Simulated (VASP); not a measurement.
Here is a VASP 6.6.1 calculation.

File INCAR:

```
SYSTEM = KAs2
PREC = Accurate
ENCUT = 600
EDIFF = 1E-6
ISMEAR = 0
SIGMA = 0.1
LREAL = .False.
LASPH = .True.
NELM = 60
ALGO = Normal
ISIF = 3
LWAVE = .False.
LCHARG = .False.
GGA = PE
IBRION = 2
NSW = 90
EDIFFG = -0.04
```

KPOINTS

```
Automatic mesh
0
Gamma
  4 4 4
  0 0 0
```

POSCAR

```
KAs2
1.0
    5.3558049600      0.0000000000      0.0000000000
    0.0000000000      6.5367186216      0.0000000000
    0.0000000000      0.0000000000      4.0806592081
K As
2 4
Direct
    0.0000000000      0.0000000000      0.0000000000
    0.5000000000      0.5000000000      0.5000000000
    0.2004000000      0.3787000000      0.0000000000
    0.7996000000      0.6213000000      0.0000000000
    0.7004000000      0.1213000000      0.5000000000
    0.2996000000      0.8787000000      0.5000000000
```

Potentials or basis: VASP PAW PBE potentials, release 64 (K_sv, As).

The run is started by

```bash
$ cat potpaw_PBE.64/K_sv/POTCAR potpaw_PBE.64/As/POTCAR > POTCAR
$ mpirun -np 1 vasp_std > vasp.out
```

Problem. What does it give for the space group after relaxing (to 0.1 Å)?

Solution. Pnnm (No. 58).

Problem. Estimate the relaxed cell.

Solution. a = 3.669 Å, b = 8.044 Å, c = 6.430 Å, α = 90.00°, β = 90.00°, γ = 90.00°.

Problem. What does it give for the relaxed volume?

Solution. 31.63 Å³/atom.

Final structure:
```cif
data_structure
_symmetry_space_group_name_H-M 'P 1'
_symmetry_Int_Tables_number 1
_cell_length_a 3.6695
_cell_length_b 8.0444
_cell_length_c 6.4297
_cell_angle_alpha 90.000
_cell_angle_beta 90.000
_cell_angle_gamma 90.000
_cell_volume 189.80
loop_
_atom_site_label
_atom_site_type_symbol
_atom_site_fract_x
_atom_site_fract_y
_atom_site_fract_z
_atom_site_occupancy
K1 K 0.00000 0.00000 0.00000 1
K2 K 0.50000 0.50000 0.50000 1
As1 As 0.24993 0.40090 0.00000 1
As2 As 0.75007 0.59910 0.00000 1
As3 As 0.74993 0.09910 0.50000 1
As4 As 0.25007 0.90090 0.50000 1
```

Caveat: the k points lie up to 0.43 Å⁻¹ apart in the final cell, too coarse for converged energies and pressures of a metal; the volume moved by over 15 % at a fixed basis, so the end points are rough.
